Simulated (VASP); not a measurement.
## Se: single point with revPBE

Crystal: Se.

```xyz
1
Lattice="0.0000 2.0936 2.0936 2.0936 0.0000 2.0936 2.0936 2.0936 0.0000" Properties=species:S:1:pos:R:3 pbc="T T T"
Se    0.0000    0.0000    0.0000
```

This isn't the form of Se at room conditions, which is trigonal, of chains.

```yaml
Program: VASP 6.6.1
Task: single point
Functional: revPBE
Potentials_or_basis: VASP PAW PBE potentials, release 64 (Se)
Cutoff: 520 eV
k_mesh: 14 × 14 × 14
Occupations: fermi-dirac, width 0.1 eV
Spin: no spin polarisation
Dipole_correction: no
Further_INCAR_settings: ALGO = Normal; EDIFF = 1e-06; NBANDS = 9
```

The pressure is 10.6 GPa. The band gap on the k mesh is zero (bands 3 and 4 overlap by 6.20 eV).

Levels at points of the mesh, in eV from the Fermi level:
| k point | band 1 | band 2 | band 3 | band 4 | band 5 | band 6 | band 7 | band 8 |
| --- | --- | --- | --- | --- | --- | --- | --- | --- |
| (0.00, 0.00, 0.00) | -17.01 | 3.59 | 3.59 | 3.59 | 12.19 | 12.19 | 12.19 | 12.52 |
| (0.50, 0.00, 0.00) | -13.19 | -7.59 | 2.11 | 2.11 | 8.88 | 11.21 | 11.21 | 14.31 |
| (0.50, 0.50, 0.00) | -11.66 | -6.61 | -0.91 | -0.91 | 4.76 | 5.58 | 23.83 | 25.32 |

Run time: 16 s on 1 thread of Intel Xeon 8259CL (shared host), peak memory 0.15 GiB.

Caveat: the cell stands under pressure; the PAW data sets were made with another functional, which shifts forces and pressure a little.
